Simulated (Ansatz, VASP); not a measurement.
**One calculation of CdI2, two programs**

Contents of POSCAR:

```
CdI2
1.0
    4.2045386663      0.0000000000      0.0000000000
   -2.1022693332      3.6412372962      0.0000000000
    0.0000000000      0.0000000000      6.8260748372
Cd I
1 2
Direct
    0.0000000000      0.0000000000      0.0000000000
    0.3333333333      0.6666666667      0.2535331207
    0.6666666667      0.3333333333      0.7464668793
```

INCAR.step1

```
SYSTEM = CdI2
PREC = Accurate
ENCUT = 550
ISMEAR = 0
SIGMA = 0.01
LREAL = .False.
LASPH = .True.
NELM = 120
NBANDS = 20
GGA = PE
ALGO = Normal
EDIFF = 1E-5
LWAVE = .True.
LCHARG = .False.
GGA_COMPAT = .False.
```

Contents of INCAR.step2:

```
SYSTEM = CdI2
PREC = Accurate
ENCUT = 550
EDIFF = 1E-6
ISMEAR = 0
SIGMA = 0.01
LREAL = .False.
LASPH = .True.
NELM = 120
ALGO = Normal
ISIF = 2
LWAVE = .False.
LCHARG = .False.
METAGGA = R2SCAN
LMIXTAU = .True.
NBANDS = 20
ISTART = 1
GGA_COMPAT = .False.
```

The input KPOINTS:

```
regular mesh
0
Gamma
  12 12 4
  0 0 0
```

Input for Ansatz:

```yaml
crystal:
  lattice:
    - [4.2045386663, 0.0, 0.0]
    - [-2.1022693332, 3.6412372962, 0.0]
    - [0.0, 0.0, 6.8260748372]
  atoms:
    - { symbol: Cd, position: [0.0, 0.0, 0.0] }
    - { symbol: I, position: [0.3333333333, 0.6666666667, 0.2535331207] }
    - { symbol: I, position: [0.6666666667, 0.3333333333, 0.7464668793] }
kpoints:
  mp_grid: { grid: [12, 12, 4] }
  band_path:
    path:
      - [0.0, 0.0, 0.0]
      - [0.5, 0.0, 0.0]
      - [0.3333333333, 0.3333333333, 0.0]
      - [0.0, 0.0, 0.5]
      - [0.5, 0.0, 0.5]
      - [0.3333333333, 0.3333333333, 0.5]
      - [-0.109375, 0.109375, 0.231771]
      - [0.0, 0.453125, 0.359375]
    npoints: 1
hamiltonian:
  xc: r2scan
scf:
  occupations: { method: fixed }
  n_extra_bands: 4
output:
  forces: true
  stress: true
  eigenvalues: true
```

Change from the starting cell: hydrostatic strain -1.0%.

Alike in both runs: task single point; functional r2SCAN; k mesh 12 × 12 × 4; no spin polarisation.

|  | VASP | Ansatz |
| --- | --- | --- |
| version | VASP 6.6.1 | Ansatz 0.2.0 |
| potentials or method | VASP PAW PBE potentials, release 64 (Cd, I) | plane waves, PAW |
| plane-wave cutoff (eV) | 550 | 500 |
| occupations | gaussian, width 0.01 eV | fixed |
| valence electrons in the cell | 26 | 54 |

Ansatz gave:

| Property | Result |
| --- | --- |
| gap on the k mesh at the Fermi level (eV) | 2.77 |
| pressure (GPa) | 1.5 |
| traceless stress, the component that is largest in VASP (GPa) | -0.22 |
| rms of the force components (eV/Å) | 0.003 |

What did VASP give for the same quantities?

gap on the k mesh at the Fermi level (eV): 2.76; pressure (GPa): 1.7; traceless stress, the component that is largest in VASP (GPa): -0.23; rms of the force components (eV/Å): 0.010.

VASP's potentials were made for PBE, not for r2SCAN. Atom by atom the forces differ by 0.012 eV/Å (rms over components). VASP's potentials hold 26 valence electrons a cell and Ansatz's 54, so a difference there can come from the potentials and not from the codes.

Spin-orbit coupling is off throughout.
